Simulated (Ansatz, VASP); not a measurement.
## Two plane-wave programs on ZnS

```xyz
4
Lattice="3.9032 0.0000 0.0000 -1.9516 3.3802 0.0000 0.0000 0.0000 6.3053" Properties=species:S:1:pos:R:3 pbc="T T T"
Zn    0.0000    2.2535    0.0329
Zn    1.9516    1.1267    3.1856
S     0.0000    2.2535    2.3946
S     1.9516    1.1267    5.5473
```

Change from the starting cell: strain +0.0150 x Voigt [1, 1, 0, 0, 0, 0], atoms carried along.

Alike in both runs: task single point; functional PBE; k mesh 12 × 12 × 4; occupations gaussian, width 0.05 eV; no spin polarisation.

```csv
,VASP,Ansatz
version,VASP 6.6.1,Ansatz 0.2.0
potentials or method,"VASP PAW PBE potentials, release 64 (Zn, S), cutoff 520 eV","scalar-relativistic, plane waves, PAW"
valence electrons in the cell,36,36
```

Ansatz gave:

| Item | Value |
| --- | --- |
| gap on the k mesh at the Fermi level (eV) | 1.97 |
| least direct gap on the mesh (eV) | 1.97 |
| pressure (GPa) | -1.9 |
| traceless stress, the component that is largest in VASP (GPa) | 1.16 |
| rms of the force components (eV/Å) | 0.045 |

Task: Estimate VASP's values.

Result: gap on the k mesh at the Fermi level (eV): 1.97; least direct gap on the mesh (eV): 1.97; pressure (GPa): -1.8; traceless stress, the component that is largest in VASP (GPa): 1.17; rms of the force components (eV/Å): 0.045.

Atom by atom the forces differ by 0.000 eV/Å (rms over components).
